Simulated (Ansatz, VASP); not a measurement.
# TaRu in VASP and in Ansatz

```
Ta Ru
1.0
     3.11288    0.00000    0.00000
     0.00000    3.11288    0.00000
     0.00000    0.00000    3.45547
Ta Ru
1 1
Direct
  0.50000 0.50000 0.50000
  0.00000 0.00000 0.00000
```

Change from the starting cell: volume scaled by 1.06, PAW files.

Alike in both runs: task electric field gradients; functional LDA; k mesh 11 × 11 × 10; occupations fermi-dirac, width 0.05 eV; no spin polarisation.

```csv
,VASP,Ansatz
version,VASP 6.6.1,Ansatz 0.2.0
potentials or method,"VASP PAW LDA potentials, release 64 (Ta_pv, Ru_pv)","PAW with Ansatz's default frozen-core files, scalar-relativistic"
plane-wave cutoff (eV),520,420
valence electrons in the cell,25,29
```

Ansatz gave:

```
pressure (GPa)                                                : -22.8
traceless stress, the component that is largest in VASP (GPa) : 1.25
size of Vzz on the site where it differs most (V/Å²)          : 6.3
```

**Question.** Estimate VASP's values.

**Answer.** Pressure (GPa): -22.1; traceless stress, the component that is largest in VASP (GPa): 1.17; size of Vzz on the site where it differs most (V/Å²): 14.6.

LDA's correlation is that of Perdew and Zunger in VASP and of Perdew and Wang (1992) in Ansatz. VASP's potentials hold 25 valence electrons a cell and Ansatz's 29, so a difference there can come from the potentials and not from the codes.

Spin-orbit coupling is off throughout.
